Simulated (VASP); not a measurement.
Runs of VASP 6.6.1 on In. The structure is that of space group Fd-3m (No. 227), or close to it. The cells are those of the table. This isn't the form of In at room conditions, which is tetragonal.

```tsv
task	cell	k mesh	cutoff (eV)	gap on the mesh (eV)	pressure (GPa)
single point	a = 4.676 Å, angles 60.0°, 2 atoms	9 × 9 × 9	520	none	0.0
single point	a = 4.612 Å, angles 60.0°, 2 atoms	9 × 9 × 9	520	none	1.3
single point	a = 4.676 Å, angles 60.0°, 2 atoms	8 × 8 × 8	520	none	0.0
single point	a = 4.856 Å, angles 60.0°, 2 atoms	9 × 9 × 9	520	none	-2.4
single point	a = 4.676 Å, angles 60.0°, 2 atoms	14 × 14 × 14	520	none	0.1
single point	a = 4.737 Å, angles 60.0°, 2 atoms	9 × 9 × 9	520	none	(b)
single point	a = 4.547 Å, angles 60.0°, 2 atoms	9 × 9 × 9	520	none	2.9
single point	a = 4.480 Å, angles 60.0°, 2 atoms	9 × 9 × 9	520	none	(a)
single point	a = 4.797 Å, angles 60.0°, 2 atoms	9 × 9 × 9	520	none	-1.8
relaxation of cell and atoms	relaxed from a = 4.639 Å, angles 60.0°, 2 atoms	8 × 8 × 8	600	none	0.0
```

Alike in all rows: level r2SCAN; potentials or basis VASP PAW PBE potentials, release 64 (In_d); no spin polarisation; smearing fermi-dirac 0.1 eV.

Q: Estimate the missing entries.

A: (a) 5.0; (b) -1.0.

Caveats: the PAW data sets were made with another functional, which shifts forces and pressure a little; spin-orbit coupling is left out, which moves the levels of the heavy elements; the cell stands under pressure (at least some runs).

A k mesh can miss the band edges, and the runs leave out spin-orbit coupling on In.

A gap of «none» marks levels without a gap at the run's occupations.
